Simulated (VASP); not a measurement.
MnO: single point with LDA+U

The system is MnO.

```
Mn O
1.0
     2.67239    0.00000    2.67239
     0.00000    2.67239    2.67239
     0.00000    0.00000    5.34478
Mn O
2 2
Direct
  0.00000 0.00000 0.00000
  0.00000 0.00000 0.50000
  0.50000 0.50000 0.75000
  0.50000 0.50000 0.25000
```

```yaml
Program: VASP 6.6.1
Task: single point
Functional: LDA
Potentials_or_basis: VASP PAW LDA potentials, release 64 (Mn_pv, O)
Cutoff: 600 eV
k_mesh: 7 × 7 × 7
Occupations: gaussian, width 0.05 eV
Spin: collinear spin, ferromagnetic start
Starting_moments: "[4.79, 4.79, 0.21, 0.21] μB"
Hubbard_terms: Mn d U = 6.0 eV
Dipole_correction: no
Further_INCAR_settings: ALGO = Normal; EDIFF = 1e-06; NBANDS = 31
```

```json
{
  "Pressure": "10.0 GPa",
  "Band gap on the k mesh": "1.00 eV",
  "Net moment": "10.00 μB per cell",
  "Site moments": "Mn +4.64; O +0.16 μB",
  "Valence electrons inside the program's atomic spheres": "Mn 11.42; O 4.99"
}
```

Levels at points of the mesh, in eV from the valence-band top:
Spin up:
```
           k point  band 21  band 22  band 23  band 24  band 25  band 26  band 27  band 28
(0.00, 0.00, 0.00)    -1.93    -0.32    -0.32    -0.32     1.00     6.66     6.66     6.66
```
Spin down:
```csv
k point,band 11,band 12,band 13,band 14,band 15,band 16,band 17,band 18
"(0.00, 0.00, 0.00)",-4.84,-1.51,-1.51,-1.51,1.93,1.93,2.42,5.69
```

Eigenvalues of the final occupation matrices:
```csv
site,spin,trace,eigenvalues
site 1 d,1,4.80,0.94 0.94 0.97 0.97 0.97
site 1 d,2,0.21,0.02 0.02 0.06 0.06 0.06
site 2 d,1,4.80,0.94 0.94 0.97 0.97 0.97
site 2 d,2,0.21,0.02 0.02 0.06 0.06 0.06
```

Run time: 110 s on 1 thread of Intel Xeon 6975P-C, with other jobs on the host, peak memory 0.2 GiB.

Caveat: only a ferromagnetic start was run, and an antiferromagnetic order may lie lower in energy. The state reached can hang on the start; a lower one may exist.
